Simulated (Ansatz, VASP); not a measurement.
**CaS: VASP beside Ansatz**

File INCAR:

```
SYSTEM = CaS
  ALGO = Normal
  EDIFF = 1E-6
  ENCUT = 500
  GGA_COMPAT = .False.
  ISIF = 2
  ISMEAR = 0
  LASPH = .True.
  LCHARG = .False.
  LREAL = .False.
  LWAVE = .False.
  NBANDS = 15
  NELM = 120
  PREC = Accurate
  SIGMA = 0.02
```

The input KPOINTS:

```
k-points
0
Gamma
  8 8 8
  0 0 0
```

Contents of POSCAR:

```
CaS
1.0
    0.0000000000      2.7817771869      2.7817771869
    2.7817771869      0.0000000000      2.7817771869
    2.7817771869      2.7817771869      0.0000000000
Ca S
1 1
Direct
    0.0000000000      0.0000000000      0.0000000000
    0.5000000000      0.5000000000      0.5000000000
```

Input for Ansatz:

```yaml
crystal:
  lattice:
    - [0.0, 2.7817771869, 2.7817771869]
    - [2.7817771869, 0.0, 2.7817771869]
    - [2.7817771869, 2.7817771869, 0.0]
  atoms:
    - { symbol: Ca, position: [0.0, 0.0, 0.0] }
    - { symbol: S, position: [0.5, 0.5, 0.5] }
basis:
  ecutwfc: 420
kpoints:
  mp_grid: { grid: [8, 8, 8] }
  band_path:
    path:
      - [[0.0, 0.0, 0.0], [0.5, 0.0, 0.5], [0.625, 0.25, 0.625]]
      - [[0.375, 0.375, 0.75], [0.0, 0.0, 0.0], [0.5, 0.5, 0.5], [0.5, 0.25, 0.75], [0.5, 0.0, 0.5]]
    npoints: 10
hamiltonian:
  xc: lda
  pseudopotentials: { kind: paw, azcp: { folder: soft_1 } }
scf:
  occupations: { method: gaussian, width: 0.02 }
  n_extra_bands: 7
output:
  forces: true
  stress: true
  eigenvalues: true
```

Alike in both runs: task single point; functional LDA; k mesh 8 × 8 × 8; occupations gaussian, width 0.02 eV; no spin polarisation.

```csv
,VASP,Ansatz
version,VASP 6.6.1,Ansatz 0.2.0
potentials or method,"VASP PAW LDA potentials, release 64 (Ca_sv, S), cutoff 500 eV","scalar-relativistic, plane waves, PAW"
valence electrons in the cell,16,16
```

VASP gave:

```
gap on the k mesh at the Fermi level (eV) : 1.96
least direct gap on the mesh (eV)         : 2.83
pressure (GPa)                            : 0.3
```

Question: Which values does Ansatz return?

Answer: gap on the k mesh at the Fermi level (eV): 1.97; least direct gap on the mesh (eV): 2.84; pressure (GPa): 0.0.

Ansatz warns that its potentials were made for another functional, while VASP's fit it. LDA's correlation is that of Perdew and Zunger in VASP and of Perdew and Wang (1992) in Ansatz.
